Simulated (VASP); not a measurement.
# Li (Fm-3m) in VASP: notebook

The runs below take Li through single point, with PBE.

Everything below comes from runs of VASP 6.6.1. Logs are shortened: lines on timing, memory, paths and dates and some standing lists are left out, and cuts for length are marked.

**1. The cell of the first run**

Symmetry: Fm-3m, No. 225, cubic system. The conventional cell has a = 4.013 Å, b = 4.013 Å, c = 4.013 Å, α = 90.00°, β = 90.00°, γ = 90.00°. Within 3.7 Å of Li (site symmetry m-3m) lie 12 Li at 2.84 Å.

This isn't the form of Li at room conditions, which is bcc.

**2. Single point, PBE (16.15 Å³/atom)**

Input file POSCAR:

```
Li
1.0
    0.0000000000      2.0063465063      2.0063465063
    2.0063465063      0.0000000000      2.0063465063
    2.0063465063      2.0063465063      0.0000000000
Li
1
Direct
    0.0000000000      0.0000000000      0.0000000000
```

Input file INCAR.step1:

```
PREC = Accurate
ENCUT = 520
EDIFF = 1E-6
ISMEAR = -1
SIGMA = 0.08
LREAL = False
LASPH = True
NELM = 80
ALGO = Normal
ISIF = 2
LWAVE = False
LCHARG = True
GGA = PE
NBANDS = 8
```

Input file KPOINTS.step1:

```
Automatic mesh
0
Gamma
  17 17 17
```

Input file INCAR.step2:

```
PREC = Accurate
ENCUT = 520
EDIFF = 1E-6
ISMEAR = -5
SIGMA = 0.08
LREAL = False
LASPH = True
NELM = 80
ALGO = Normal
ISIF = 2
LWAVE = False
LCHARG = False
GGA = PE
LORBIT = 11
NEDOS = 2001
ICHARG = 11
```

Input file KPOINTS.step2:

```
Automatic mesh
0
Gamma
  26 26 26
```

Potentials or basis: VASP PAW PBE potentials, release 64 (Li_sv).

The run is started by

```
> cat potpaw_PBE.64/Li_sv/POTCAR > POTCAR
> cp INCAR.step1 INCAR
> cp KPOINTS.step1 KPOINTS
> mpirun -np 1 vasp_std > vasp.out
> cp INCAR.step2 INCAR
> cp KPOINTS.step2 KPOINTS
> mpirun -np 1 vasp_std > vasp.out
```

OUTCAR:

```text
PREC = Accurate
   ENCUT = 520
   EDIFF = 1E-6
   ISMEAR = -5
   LREAL = False
   LASPH = True
   NELM = 80
   ISIF = 2
   GGA = PE
   LORBIT = 11
   ICHARG = 11

 ion  position               nearest neighbor table
   1  0.000  0.000  0.000-

  LATTYP: Found a face centered cubic cell.
 ALAT       =     4.0126930126

  Lattice vectors:

 A1 = (   0.0000000000,   2.0063465063,   2.0063465063)
 A2 = (   2.0063465063,   0.0000000000,   2.0063465063)
 A3 = (   2.0063465063,   2.0063465063,   0.0000000000)

Analysis of symmetry for initial positions (statically):
=====================================================================
 Subroutine PRICEL returns:
 Original cell was already a primitive cell.

 Routine SETGRP: Setting up the symmetry group for a
 face centered cubic supercell.

 Subroutine GETGRP returns: Found 48 space group operations
 (whereof 48 operations were pure point group operations)
 out of a pool of 48 trial point group operations.

The static configuration has the point symmetry O_h .

Analysis of symmetry for dynamics (positions and initial velocities):
=====================================================================
 Subroutine PRICEL returns:
 Original cell was already a primitive cell.

 Routine SETGRP: Setting up the symmetry group for a
 face centered cubic supercell.

 Subroutine GETGRP returns: Found 48 space group operations
 (whereof 48 operations were pure point group operations)
 out of a pool of 48 trial point group operations.

The dynamic configuration has the point symmetry O_h .

 Subroutine INISYM returns: Found 48 space group operations
 (whereof 48 operations are pure point group operations),
 and found     1 'primitive' translations

----------------------------------------------------------------------------------------

                                     Primitive cell

  volume of cell :      16.1528

  direct lattice vectors                    reciprocal lattice vectors
     0.000000000  2.006346506  2.006346506    -0.249209196  0.249209196  0.249209196
     2.006346506  0.000000000  2.006346506     0.249209196 -0.249209196  0.249209196
     2.006346506  2.006346506  0.000000000     0.249209196  0.249209196 -0.249209196

  length of vectors
     2.837402440  2.837402440  2.837402440     0.431642989  0.431642989  0.431642989

  position of ions in fractional coordinates (direct lattice)
     0.000000000  0.000000000  0.000000000

  ion indices of the primitive-cell ions
[... 77 lines left out ...]
   LREAL  =      F    real-space projection
   EDIFFG = 0.1E-04   stopping-criterion for IOM
   NSW    =      0    number of steps for IOM
   IBRION =     -1    ionic relax: 0-MD 1-quasi-New 2-CG
   NFREE  =      0    steps in history (QN), initial steepest desc. (CG)
   ISIF   =      2    stress and relaxation
   ISYM   =      2    0-nonsym 1-usesym 2-fastsym
   POTIM  = 0.5000    time-step for ionic-motion
   TEBEG  =    0.0;   TEEND  =   0.0 temperature during run
   PSTRESS=    0.0 pullay stress
   NELECT =       3.0000    total number of electrons
   NUPDOWN=      -1.0000    fix difference up-down
   EMIN   =  10.00;   EMAX   =-10.00  energy-range for DOS
   EFERMI =   0.00;   METHOD = LEGACY
   ISMEAR =    -5;   SIGMA  =   0.08  broadening in eV -4-tet -1-fermi 0-gaus
   EFERMI_NEDOS =   21; number of points for ismear=-14 and -15
   IALGO  =     38    algorithm
   IMIX   =      4    mixing-type and parameters
     AMIX     =   0.40;   BMIX     =  1.00
     AMIX_MAG =   1.60;   BMIX_MAG =  1.00
  volume/ion in A,a.u.               =      16.15       109.00
  Fermi-wavevector in a.u.,A,eV,Ry     =   0.934041  1.765082 11.870168  0.872433
  Thomas-Fermi vector in A             =   2.060805
   LORBIT       =     11    0 simple, 1 ext, 2 COOP (PROOUT), +10 PAW based schemes
   GGA     = PE    functional components
   LHFCALC =     F    Hartree Fock is set to
   AEXX    =    0.0000 exact exchange contribution
   IVDW    =     0    specifies the selected vdW correction
   LEPSILON=     F    determine dielectric tensor
   LRPA    =     F    only Hartree local field effects (RPA)
 non-spin polarized calculation
 Fermi weights with tetrahedron method with Bloechl corrections
  energy-cutoff  :      520.00
  volume of cell :       16.15
 maximum number of plane-waves:       448
 NGX is ok and might be reduce to    24

 number of electron       2.9999996 magnetization

 Free energy of the ion-electron system (eV)
  ---------------------------------------------------
  ext. energy  EPLUGINS =         0.00000000
  ---------------------------------------------------
  free energy    TOTEN  =        -1.85661303 eV

  energy without entropy =       -1.85661303  energy(sigma->0) =       -1.85661303

 E-fermi :   1.3190     XC(G=0):  -7.6214

 val. band max:        1.3273761720   @ k =  -0.4615   0.0769   0.0000
 cond. band min:       1.3165205518   @ k =   0.4615   0.3077   0.0385
 fundamental gap:     -0.0108556202
 Fermi energy:         1.3189806192

 k-point     1 :       0.0000    0.0000    0.0000
  band No.  band energies     occupation
      1     -44.8445      2.00000
      2      -2.5069      2.00000
      3      18.1665      0.00000
      4      18.1665      0.00000
      5      18.1665      0.00000
[... 177 lines left out ...]
 k-point    24 :       0.3846    0.0385    0.0000
  band No.  band energies     occupation
      1     -44.8076      2.00000
      2       0.0895      2.00000
      3       7.0583      0.00000
      4      15.7225      0.00000
      5      16.5025      0.00000

 [... further k-points ...]

------------------------ aborting loop because EDIFF is reached ----------------------------------------

  FORCE on cell =-STRESS in cart. coord.  units (eV):
  Direction    XX          YY          ZZ          XY          YZ          ZX
  --------------------------------------------------------------------------------------
  -------------------------------------------------------------------------------------
  Total        0.4403483      0.4403483      0.4403483     -0.0000000      0.0000000     -0.0000000
  in kB       43.6776304     43.6776304     43.6776304     -0.0000000      0.0000000     -0.0000000
  external PRESSURE =      43.6776304 kB  Pullay stress =       0.0000000 kB

 VOLUME and BASIS-vectors are now :
 -----------------------------------------------------------------------------
  energy-cutoff  :      520.00
  volume of cell :       16.15
      direct lattice vectors                 reciprocal lattice vectors
     0.000000000  2.006346506  2.006346506    -0.249209196  0.249209196  0.249209196
     2.006346506  0.000000000  2.006346506     0.249209196 -0.249209196  0.249209196
     2.006346506  2.006346506  0.000000000     0.249209196  0.249209196 -0.249209196

 POSITION                                       TOTAL-FORCE (eV/Angst)
 -----------------------------------------------------------------------------------
      0.00000      0.00000      0.00000         0.000000      0.000000      0.000000
 -----------------------------------------------------------------------------------
    total drift:                                0.000000     -0.000000      0.000000

  FREE ENERGIE OF THE ION-ELECTRON SYSTEM (eV)
  ---------------------------------------------------
  free  energy   TOTEN  =        -1.8566130320 eV

  energy  without entropy=       -1.8566130320  energy(sigma->0) =       -1.85661303

 total charge

# of ion       s       p       d       tot
------------------------------------------
    1        2.043   0.056   0.000   2.098
```

OUTCAR.step1:

```text
PREC = Accurate
   ENCUT = 520
   EDIFF = 1E-6
   ISMEAR = -1
   LREAL = False
[... 480 lines left out ...]

 POSITION                                       TOTAL-FORCE (eV/Angst)
 -----------------------------------------------------------------------------------
      0.00000      0.00000      0.00000         0.000000      0.000000      0.000000
 -----------------------------------------------------------------------------------
    total drift:                               -0.000000      0.000000     -0.000000

  FREE ENERGIE OF THE ION-ELECTRON SYSTEM (eV)
  ---------------------------------------------------
  free  energy   TOTEN  =        -1.8603274243 eV

  energy  without entropy=       -1.8491967174  energy(sigma->0) =       -1.85476207
```

OSZICAR.step1:

```text
N       E                     dE             d eps       ncg     rms          rms(c)
DAV:   1    -0.174453624287E+00   -0.17445E+00   -0.70603E+02  2656   0.268E+02
DAV:   2    -0.184305615796E+01   -0.16686E+01   -0.16335E+01  3880   0.340E+01
DAV:   3    -0.186037506041E+01   -0.17319E-01   -0.17299E-01  2944   0.269E+00
DAV:   4    -0.186052310783E+01   -0.14805E-03   -0.14804E-03  4224   0.203E-01
DAV:   5    -0.186052340866E+01   -0.30083E-06   -0.30084E-06  3064   0.544E-03    0.238E-01
DAV:   6    -0.186016363059E+01    0.35978E-03   -0.52510E-04  4128   0.795E-02    0.157E-01
DAV:   7    -0.186034693795E+01   -0.18331E-03   -0.13165E-03  3728   0.141E-01    0.321E-02
DAV:   8    -0.186033243385E+01    0.14504E-04   -0.15021E-05  3080   0.286E-02    0.301E-03
DAV:   9    -0.186032875739E+01    0.36765E-05   -0.13914E-06  3808   0.846E-03    0.864E-04
DAV:  10    -0.186032734277E+01    0.14146E-05   -0.48969E-08  1592   0.155E-03    0.740E-04
DAV:  11    -0.186032742432E+01   -0.81557E-07   -0.11087E-08  1472   0.930E-04
   1 F= -.18603274E+01 E0= -.18547621E+01  d E =-.111307E-01
```

It took 25 s on 1 thread of Intel Xeon Platinum 8488C (Sapphire Rapids), shared host; peak memory 0.15 GiB.

Results:

- Valence electrons inside the program's atomic spheres: Li 2.10

Levels at points of the mesh, in eV from the Fermi level:
| k point | band 1 | band 2 | band 3 | band 4 | band 5 |
| --- | --- | --- | --- | --- | --- |
| (0.00, 0.00, 0.00) | -46.16 | -3.83 | 16.85 | 16.85 | 16.85 |
| (0.50, 0.00, 0.00) | -46.12 | -0.12 | 3.76 | 14.81 | 14.81 |
| (0.50, 0.50, 0.00) | -46.11 | 1.71 | 5.59 | 9.82 | 9.82 |

Caveat: the cutoff is under 1.25 times the usual one of these potentials, so pressure, stress and relaxed cells hold a basis-set (Pulay) error.

**3. Single point, PBE (20.19 Å³/atom)**

This run uses another cell than the first one, of 20.19 Å³/atom.

Input file POSCAR:

```
Li
1.0
    0.0000000000      2.1612712567      2.1612712567
    2.1612712567      0.0000000000      2.1612712567
    2.1612712567      2.1612712567      0.0000000000
Li
1
Direct
    0.0000000000      0.0000000000      0.0000000000
```

Input file INCAR.step1:

```
PREC = Accurate ; ENCUT = 520
EDIFF = 1E-6 ; ISMEAR = -1
SIGMA = 0.08 ; LREAL = F
LASPH = T ; NELM = 80
ALGO = Normal ; ISIF = 2
LWAVE = F ; LCHARG = T
GGA = PE ; NBANDS = 8
```

KPOINTS.step1 is that of step 2.

Input file INCAR.step2:

```
PREC = Accurate ; ENCUT = 520
EDIFF = 1E-6 ; ISMEAR = -5
SIGMA = 0.08 ; LREAL = F
LASPH = T ; NELM = 80
ALGO = Normal ; ISIF = 2
LWAVE = F ; LCHARG = F
GGA = PE ; LORBIT = 11
NBANDS = 8 ; NEDOS = 1001
ICHARG = 11
```

KPOINTS.step2 is that of step 2.

Potentials or basis: VASP PAW PBE potentials, release 64 (Li_sv).

The run is started by

```
> cat potpaw_PBE.64/Li_sv/POTCAR > POTCAR
> cp INCAR.step1 INCAR
> cp KPOINTS.step1 KPOINTS
> mpirun -np 1 vasp_std > vasp.out
> cp INCAR.step2 INCAR
> cp KPOINTS.step2 KPOINTS
> mpirun -np 1 vasp_std > vasp.out
```

Wall time 33 s (1 thread of Intel Xeon Platinum 8488C (Sapphire Rapids), shared host); peak memory 0.16 GiB.

Results (log left out):

```yaml
Valence_electrons_inside_the_program's_atomic_spheres: Li 2.07
```

Levels at points of the mesh, in eV from the Fermi level:
```tsv
k point	band 1	band 2	band 3	band 4	band 5	band 6	band 7
(0.00, 0.00, 0.00)	-46.52	-3.57	14.39	14.39	14.39	18.28	18.28
(0.50, 0.00, 0.00)	-46.50	-0.02	2.94	12.66	12.66	16.62	16.62
(0.50, 0.50, 0.00)	-46.50	1.53	4.72	8.46	8.46	10.65	15.42
```

Caveat: the cutoff is under 1.25 times the usual one of these potentials, so pressure, stress and relaxed cells hold a basis-set (Pulay) error.
